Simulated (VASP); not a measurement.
# SrTiO3 (P4mm) in VASP: single point with PBEsol

Aim: the single point of SrTiO3 with PBEsol.

Program: VASP 6.6.1. These are calculated values, not measurements. Logs are shortened: lines on timing, memory, paths and dates and some standing lists are left out, and cuts for length are marked.

### Step 1. The cell of the first run

It takes space group P4mm (No. 99, tetragonal). Conventional cell: a = 3.891 Å, b = 3.891 Å, c = 3.891 Å, α = 90.00°, β = 90.00°, γ = 90.00°. Sr (site symmetry 4mm) has 12 O at 2.75 Å and 8 Ti at 3.30 to 3.44 Å within 3.6 Å. Within 2.4 Å of Ti (site symmetry 4mm) lie 6 O at 1.83 to 2.07 Å. O (site symmetry 4mm) has 2 Ti at 1.83 to 2.07 Å within 2.4 Å. Within 2.6 Å of O (site symmetry 2mm) lie 2 Ti at 1.95 Å.

### Step 2. Single point, PBEsol (atom 2 (Ti) moved -0.120 Å along Cartesian [1 0 0])

Contents of INCAR:

```
PREC = Accurate
ENCUT = 520
EDIFF = 1E-6
ISMEAR = 0
SIGMA = 0.05
LREAL = F
LASPH = T
NELM = 60
ALGO = Normal
ISIF = 2
LWAVE = F
LCHARG = T
GGA = PS
LELF = T
LVHAR = T
NBANDS = 28
```

Contents of KPOINTS:

```
Automatic mesh
0
Gamma
  8 8 8
```

Contents of POSCAR:

```
SrTiO3
1.0
    3.8911201355      0.0000000000      0.0000000000
    0.0000000000      3.8911201355      0.0000000000
    0.0000000000      0.0000000000      3.8911201355
Sr Ti O
1 1 3
Direct
    0.0000000000      0.0000000000      0.0000000000
    0.4691605512      0.5000000000      0.5000000000
    0.0000000000      0.5000000000      0.5000000000
    0.5000000000      0.0000000000      0.5000000000
    0.5000000000      0.5000000000      0.0000000000
```

Potentials or basis: VASP PAW PBE potentials, release 64 (Sr_sv, Ti_sv, O).

Started as:

```bash
$ cat potpaw_PBE.64/Sr_sv/POTCAR potpaw_PBE.64/Ti_sv/POTCAR potpaw_PBE.64/O/POTCAR > POTCAR
$ mpirun -np 1 vasp_std > vasp.out
```

OUTCAR:

```text
PREC = Accurate
   ENCUT = 520
   EDIFF = 1E-6
   ISMEAR = 0
   LREAL = F
   LASPH = T
   NELM = 60
   ISIF = 2
   GGA = PS

 ion  position               nearest neighbor table
   1  0.000  0.000  0.000-   3 2.75   4 2.75   5 2.75   3 2.75   4 2.75   3 2.75   5 2.75   3 2.75
                             4 2.75   5 2.75   4 2.75   5 2.75   2 3.30   2 3.30   2 3.30   2 3.30
   2  0.469  0.500  0.500-   3 1.83   4 1.95   5 1.95   5 1.95   4 1.95   3 2.07   1 3.30   1 3.30
                             1 3.30   1 3.30   1 3.44   1 3.44   1 3.44   1 3.44
   3  0.000  0.500  0.500-   2 1.83   2 2.07   1 2.75   1 2.75   1 2.75   1 2.75
   4  0.500  0.000  0.500-   2 1.95   2 1.95   1 2.75   1 2.75   1 2.75   1 2.75
   5  0.500  0.500  0.000-   2 1.95   2 1.95   1 2.75   1 2.75   1 2.75   1 2.75

  LATTYP: Found a simple cubic cell.
 ALAT       =     3.8911201355

  Lattice vectors:

 A1 = (   3.8911201355,   0.0000000000,   0.0000000000)
 A2 = (   0.0000000000,   3.8911201355,   0.0000000000)
 A3 = (   0.0000000000,   0.0000000000,   3.8911201355)

Analysis of symmetry for initial positions (statically):
=====================================================================
 Subroutine PRICEL returns:
 Original cell was already a primitive cell.

 Routine SETGRP: Setting up the symmetry group for a
 simple cubic supercell.

 Subroutine GETGRP returns: Found  8 space group operations
 (whereof  8 operations were pure point group operations)
 out of a pool of 48 trial point group operations.

The static configuration has the point symmetry C_4v.

Analysis of symmetry for dynamics (positions and initial velocities):
=====================================================================
 Subroutine PRICEL returns:
 Original cell was already a primitive cell.

 Routine SETGRP: Setting up the symmetry group for a
 simple cubic supercell.

 Subroutine GETGRP returns: Found  8 space group operations
 (whereof  8 operations were pure point group operations)
 out of a pool of 48 trial point group operations.

The dynamic configuration has the point symmetry C_4v.

 Subroutine INISYM returns: Found  8 space group operations
 (whereof  8 operations are pure point group operations),
 and found     1 'primitive' translations

----------------------------------------------------------------------------------------

                                     Primitive cell

  volume of cell :      58.9147

  direct lattice vectors                    reciprocal lattice vectors
     3.891120136  0.000000000  0.000000000     0.256995406  0.000000000  0.000000000
     0.000000000  3.891120136  0.000000000     0.000000000  0.256995406  0.000000000
     0.000000000  0.000000000  3.891120136     0.000000000  0.000000000  0.256995406

  length of vectors
     3.891120136  3.891120136  3.891120136     0.256995406  0.256995406  0.256995406

  position of ions in fractional coordinates (direct lattice)
     0.000000000  0.000000000  0.000000000
     0.469160551  0.500000000  0.500000000
     0.000000000  0.500000000  0.500000000
     0.500000000  0.000000000  0.500000000
     0.500000000  0.500000000  0.000000000

  ion indices of the primitive-cell ions
   primitive index   ion index
                 1           1
                 2           2
                 3           3
                 4           4
                 5           5

----------------------------------------------------------------------------------------

 KPOINTS: Automatic mesh

Automatic generation of k-mesh.
 Grid dimensions read from file:
 generate k-points for:    8    8    8

 Generating k-lattice:

  Cartesian coordinates                     Fractional coordinates (reciprocal lattice)
     0.032124426  0.000000000  0.000000000     0.125000000  0.000000000  0.000000000
     0.000000000  0.032124426  0.000000000     0.000000000  0.125000000  0.000000000
     0.000000000  0.000000000  0.032124426     0.000000000  0.000000000  0.125000000

  Length of vectors
     0.032124426  0.032124426  0.032124426

  Shift w.r.t. Gamma in fractional coordinates (k-lattice)
     0.000000000  0.000000000  0.000000000

 Subroutine IBZKPT returns following result:
 ===========================================

 Found     75 irreducible k-points:

 Following reciprocal coordinates:
            Coordinates               Weight
  0.000000  0.000000  0.000000      1.000000
  0.125000  0.000000  0.000000      2.000000
  0.000000  0.125000  0.000000      4.000000
  0.250000  0.000000  0.000000      2.000000
  0.000000  0.250000  0.000000      4.000000
  0.375000  0.000000  0.000000      2.000000
[... 16 lines left out ...]
  0.375000  0.250000  0.000000      8.000000
  0.000000  0.375000  0.250000      8.000000
 [... further k-points ...]
   k-points           NKPTS =     75   k-points in BZ     NKDIM =     75   number of bands    NBANDS=     28
   number of dos      NEDOS =    301   number of ions     NIONS =      5
   total plane-waves  NPLWV =  27000
   dimension x,y,z NGX =    30 NGY =   30 NGZ =   30
   dimension x,y,z NGXF=    60 NGYF=   60 NGZF=   60
   ions per type =               1   1   3
   NGX,Y,Z   is equivalent  to a cutoff of  12.82, 12.82, 12.82 a.u.
   NGXF,Y,Z  is equivalent  to a cutoff of  25.63, 25.63, 25.63 a.u.
 SYSTEM =  unknown system
   PREC   = accura    normal or accurate (medium, high low for compatibility)
   ISTART =      0    job   : 0-new  1-cont  2-samecut
   ICHARG =      2    charge: 1-file 2-atom 10-const
   ISPIN  =      1    spin polarized calculation?
   LNONCOLLINEAR =      F non collinear calculations
   LSORBIT =      F    spin-orbit coupling
   LASPH  =      T    aspherical Exc in radial PAW
   ENCUT  =  520.0 eV  38.22 Ry    6.18 a.u.   7.23  7.23  7.23*2*pi/ulx,y,z
   NELM   =     60;   NELMIN=  2; NELMDL= -5     # of ELM steps
   EDIFF  = 0.1E-05   stopping-criterion for ELM
   LREAL  =      F    real-space projection
   EDIFFG = 0.1E-04   stopping-criterion for IOM
   NSW    =      0    number of steps for IOM
   IBRION =     -1    ionic relax: 0-MD 1-quasi-New 2-CG
   NFREE  =      0    steps in history (QN), initial steepest desc. (CG)
   ISIF   =      2    stress and relaxation
   ISYM   =      2    0-nonsym 1-usesym 2-fastsym
   POTIM  = 0.5000    time-step for ionic-motion
   TEBEG  =    0.0;   TEEND  =   0.0 temperature during run
   PSTRESS=    0.0 pullay stress
   NELECT =      40.0000    total number of electrons
   NUPDOWN=      -1.0000    fix difference up-down
   EMIN   =  10.00;   EMAX   =-10.00  energy-range for DOS
   EFERMI =   0.00;   METHOD = LEGACY
   ISMEAR =     0;   SIGMA  =   0.05  broadening in eV -4-tet -1-fermi 0-gaus
   EFERMI_NEDOS =   21; number of points for ismear=-14 and -15
   IALGO  =     38    algorithm
   IMIX   =      4    mixing-type and parameters
     AMIX     =   0.40;   BMIX     =  1.00
     AMIX_MAG =   1.60;   BMIX_MAG =  1.00
  volume/ion in A,a.u.               =      11.78        79.52
  Fermi-wavevector in a.u.,A,eV,Ry     =   1.438865  2.719061 28.168602  2.070334
  Thomas-Fermi vector in A             =   2.557785
   LORBIT       =      0    0 simple, 1 ext, 2 COOP (PROOUT), +10 PAW based schemes
   GGA     = PS    functional components
   LHFCALC =     F    Hartree Fock is set to
   AEXX    =    0.0000 exact exchange contribution
   IVDW    =     0    specifies the selected vdW correction
   LEPSILON=     F    determine dielectric tensor
   LRPA    =     F    only Hartree local field effects (RPA)
 non-spin polarized calculation
 Gauss-broadening in eV      SIGMA  =   0.05
  energy-cutoff  :      520.00
  volume of cell :       58.91
 maximum number of plane-waves:      1622
 NGX is ok and might be reduce to    30
   NGX = 15   NGY = 15   NGZ = 15

 number of electron      40.0000013 magnetization

 Free energy of the ion-electron system (eV)
  ---------------------------------------------------
  ext. energy  EPLUGINS =         0.00000000
  ---------------------------------------------------
  free energy    TOTEN  =       -41.98643792 eV

  energy without entropy =      -41.98643792  energy(sigma->0) =      -41.98643792

 E-fermi :   4.5124     XC(G=0): -11.5922

 val. band max:        4.1552415740   @ k =   0.5000   0.5000   0.5000
 cond. band min:       5.9962104333   @ k =   0.0000   0.0000   0.0000
 fundamental gap:      1.8409688593
 Fermi energy:         4.5124208028

 k-point     1 :       0.0000    0.0000    0.0000
  band No.  band energies     occupation
      1     -51.9475      2.00000
      2     -28.5236      2.00000
      3     -28.3662      2.00000
      4     -28.3154      2.00000
      5     -28.3154      2.00000
      6     -13.2848      2.00000
[... 20 lines left out ...]
     27       9.4052      0.00000
     28      10.2049      0.00000

 k-point     2 :       0.1250    0.0000    0.0000
  band No.  band energies     occupation
      1     -51.9473      2.00000
      2     -28.5345      2.00000
      3     -28.3630      2.00000
      4     -28.3150      2.00000
      5     -28.3150      2.00000
      6     -13.2811      2.00000
[... 20 lines left out ...]
     27       9.6754      0.00000
     28      10.6018      0.00000

 k-point     3 :       0.0000    0.1250    0.0000
  band No.  band energies     occupation
      1     -51.9473      2.00000
      2     -28.5305      2.00000
      3     -28.3673      2.00000
      4     -28.3150      2.00000
      5     -28.3145      2.00000
      6     -13.2975      2.00000
[... 20 lines left out ...]
     27       9.6836      0.00000
     28      10.5785      0.00000

 k-point     4 :       0.2500    0.0000    0.0000
  band No.  band energies     occupation
      1     -51.9467      2.00000
      2     -28.5608      2.00000
      3     -28.3549      2.00000
      4     -28.3138      2.00000
      5     -28.3138      2.00000
      6     -13.3327      2.00000
[... 578 lines left out ...]
     27      11.2792      0.00000
     28      12.0129      0.00000

 k-point    23 :       0.3750    0.2500    0.0000
  band No.  band energies     occupation
      1     -51.9452      2.00000
      2     -28.5520      2.00000
      3     -28.3875      2.00000
      4     -28.3342      2.00000
      5     -28.3111      2.00000
      6     -13.1489      2.00000
[... 20 lines left out ...]
     27      12.1121      0.00000
     28      12.5103      0.00000

 k-point    24 :       0.0000    0.3750    0.2500
  band No.  band energies     occupation
      1     -51.9452      2.00000
      2     -28.5363      2.00000
      3     -28.3660      2.00000
      4     -28.3582      2.00000
      5     -28.3234      2.00000
      6     -13.2093      2.00000
[... 20 lines left out ...]
     27      12.0947      0.00000
     28      12.4434      0.00000

 [... further k-points ...]

------------------------ aborting loop because EDIFF is reached ----------------------------------------

  FORCE on cell =-STRESS in cart. coord.  units (eV):
  Direction    XX          YY          ZZ          XY          YZ          ZX
  --------------------------------------------------------------------------------------
  -------------------------------------------------------------------------------------
  Total        1.2563527      0.2921182      0.2921182      0.0000000     -0.0000000     -0.0000000
  in kB       34.1663232      7.9441103      7.9441103      0.0000000     -0.0000000     -0.0000000
  external PRESSURE =      16.6848479 kB  Pullay stress =       0.0000000 kB

 VOLUME and BASIS-vectors are now :
 -----------------------------------------------------------------------------
  energy-cutoff  :      520.00
  volume of cell :       58.91
      direct lattice vectors                 reciprocal lattice vectors
     3.891120136  0.000000000  0.000000000     0.256995406  0.000000000  0.000000000
     0.000000000  3.891120136  0.000000000     0.000000000  0.256995406  0.000000000
     0.000000000  0.000000000  3.891120136     0.000000000  0.000000000  0.256995406

 POSITION                                       TOTAL-FORCE (eV/Angst)
 -----------------------------------------------------------------------------------
      0.00000      0.00000      0.00000        -0.365401     -0.000000      0.000000
      1.82556      1.94556      1.94556         0.685227     -0.000000     -0.000000
      0.00000      1.94556      1.94556        -0.292078     -0.000000      0.000000
      1.94556      0.00000      1.94556        -0.013874     -0.000000      0.000000
      1.94556      1.94556      0.00000        -0.013874      0.000000      0.000000
 -----------------------------------------------------------------------------------
    total drift:                               -0.000126      0.000000      0.000001

  FREE ENERGIE OF THE ION-ELECTRON SYSTEM (eV)
  ---------------------------------------------------
  free  energy   TOTEN  =       -41.9864379201 eV

  energy  without entropy=      -41.9864379201  energy(sigma->0) =      -41.98643792
```

Wall time 3.2 min (1 thread of Intel Xeon 8259CL, shared host); peak memory 0.26 GiB.

What came out:

```
Free energy            : -41.9864 eV
Pressure               : 1.7 GPa
Largest force          : 0.685 eV/Å
Band gap on the k mesh : 1.84 eV (least direct gap 2.37 eV)
```

Forces in eV/Å, atoms in the order of the input:
```
Sr  -0.365  0.000  0.000
Ti   0.685  0.000  0.000
O   -0.292  0.000  0.000
O   -0.014  0.000  0.000
O   -0.014  0.000  0.000
```

Stress tensor (GPa, compression positive):
```
3.42 0.00 0.00
0.00 0.79 0.00
0.00 0.00 0.79
```

Levels at points of the mesh, in eV from the valence-band top:
```
           k point  band 16  band 17  band 18  band 19  band 20  band 21  band 22  band 23  band 24  band 25
(0.00, 0.00, 0.00)    -1.39    -1.25    -0.55    -0.52    -0.52     1.84     2.13     2.13     4.49     4.62
(0.50, 0.00, 0.00)    -2.52    -2.52    -2.11    -0.74    -0.74     2.03     3.96     3.96     4.50     6.76
(0.00, 0.50, 0.00)    -2.40    -2.40    -2.05    -1.04    -0.88     2.31     3.83     3.88     4.60     6.58
(0.50, 0.50, 0.00)    -2.94    -1.74    -1.62    -1.61    -0.20     3.85     3.97     4.33     5.47     7.85
(0.00, 0.50, 0.50)    -2.96    -1.77    -1.77    -1.77    -0.10     3.89     3.89     4.29     5.38     7.77
(0.50, 0.50, 0.50)    -3.88    -3.80    -0.10    -0.10     0.00     4.51     4.54     4.54     6.71     6.89
```

Caveat: the cell differs from its parent crystal (atom 2 (Ti) moved -0.120 Å along Cartesian [1 0 0]); the PAW data sets were made with another functional, which shifts forces and pressure a little. A k mesh can miss the band edges.
